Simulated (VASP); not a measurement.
PbS:

```
Pb S
1.0
     4.08970    0.00000    0.00000
    -2.04485    3.54178    0.00000
     0.00000    0.00000    3.78817
Pb S
1 1
Direct
  0.00000 0.00000 0.00000
  0.66667 0.33333 0.50000
```

* Program: VASP 6.6.1
* Task: relaxation of cell and atoms
* Functional: RPBE
* Dispersion: D3(BJ)
* Potentials or basis: VASP PAW PBE potentials, release 64 (Pb_d, S)
* Cutoff: 600 eV
* k mesh: 8 × 8 × 7
* Occupations: fermi-dirac, width 0.05 eV
* Spin: no spin polarisation

At the start: pressure -11.7 GPa; volume 27.44 Å³/atom.

Where does the relaxation end?

Over 11 steps the energy falls by 302.9 meV/atom and the volume is 20.59 Å³/atom (-25.0 %); space group P-6m2 (No. 187, to 0.1 Å) before and after.

Step by step:
```csv
step,energy change (eV),largest force (eV/Å),pressure (GPa),volume (Å³)
1,0.0000,0.0000,-11.74,54.87
2,-0.4146,0.0000,7.76,40.40
3,-0.4972,0.0000,-0.07,43.82
4,-0.5456,0.0000,-0.12,43.05
5,-0.5987,0.0000,0.60,40.47
6,-0.6047,0.0000,0.18,41.32
7,-0.6056,0.0000,0.22,41.10
8,-0.6056,0.0000,0.27,41.04
9,-0.6054,0.0000,-0.41,41.32
10,-0.6057,0.0000,0.01,41.14
11,-0.6057,0.0000,0.01,41.17
```

Final structure:
```
CELL_PARAMETERS angstrom
3.55374 0.00000 0.00000
-1.77687 3.07763 0.00000
0.00000 0.00000 3.76432
ATOMIC_POSITIONS crystal
Pb 0.00000 0.00000 0.00000
S 0.66667 0.33333 0.50000
```

Caveat: the volume moved by over 15 % at a fixed basis, so the end points are rough; the PAW data sets were made with another functional, which shifts forces and pressure a little.
